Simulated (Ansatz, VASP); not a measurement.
## One calculation of Mo, two programs

```
Mo
1.0
     2.75100    0.00000    0.00000
    -1.37550    2.38244    0.00000
     0.00000    0.00000    2.47869
Mo
1
Direct
  0.00000 0.00000 0.50000
```

Alike in both runs: functional BLYP; dispersion D3(BJ); k mesh 12 × 12 × 11; no spin polarisation.

Ansatz relaxed the structure, and its values are those at the end. VASP's run is a single point on that final structure, the one shown.

|  | VASP | Ansatz |
| --- | --- | --- |
| version | VASP 6.6.1 | Ansatz 0.2.0 |
| potentials or method | VASP PAW PBE potentials, release 64 (Mo_sv) | plane waves, PAW |
| plane-wave cutoff (eV) | 520 | 420 |
| occupations | fermi-dirac, width 0.1 eV | fermi-dirac |
| valence electrons in the cell | 14 | 14 |

Ansatz gave:

* pressure (GPa): 0.0

Problem. Which values does VASP return?

Solution. Pressure (GPa): 1.0.

VASP's potentials were made for PBE, not for BLYP.
